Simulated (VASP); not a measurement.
The system is Re.

```
Re
1.0
     2.76639    0.00000    0.00000
    -1.38319    2.39576    0.00000
     0.00000    0.00000    8.93885
Re
4
Cartesian
  1.3832 0.7986 6.7041
  0.0000 0.0000 4.4694
  0.0000 1.5972 2.2347
  0.0000 0.0000 0.0000
```

Base run:

```yaml
Program: VASP 6.6.1
Functional: PBE
Potentials_or_basis: VASP PAW PBE potentials, release 64 (Re)
Cutoff: 520 eV
k_mesh: 11 × 11 × 3
Occupations: fermi-dirac, width 0.05 eV
Spin: no spin polarisation
```

Its results: band gap on the k mesh zero (band 14 reaches 8.99 eV, above the bottom of band 15 at 6.59 eV); pressure 2.9 GPa.

Q: After a change of settings the same cell gave: band gap on the k mesh zero (band 14 reaches 8.85 eV, above the bottom of band 15 at 5.80 eV); pressure -11.6 GPa. Which change was it?
A. occupations from fermi-dirac, width 0.05 eV to gaussian, width 0.011 eV; further incar settings from ALGO = Normal; EDIFF = 1e-07; NBANDS = 22 to ALGO = Normal; EDIFF = 1e-06; NBANDS = 22
B. functional from PBE to PBE0; k mesh from 11 × 11 × 3 to 6 × 6 × 2
C. further incar settings from ALGO = Normal; EDIFF = 1e-07; NBANDS = 22 to ALGO = Fast; EDIFF = 1e-06; NBANDS = 22
D. functional from PBE to RPBE; further incar settings from ALGO = Normal; EDIFF = 1e-07; NBANDS = 22 to ALGO = Normal; EDIFF = 1e-06; NBANDS = 22

A: B.

Caveats: some runs use coarse meshes; spin-orbit coupling is left out, which moves the levels of the heavy elements; the PAW data sets were made with another functional, which shifts forces and pressure a little (some runs).
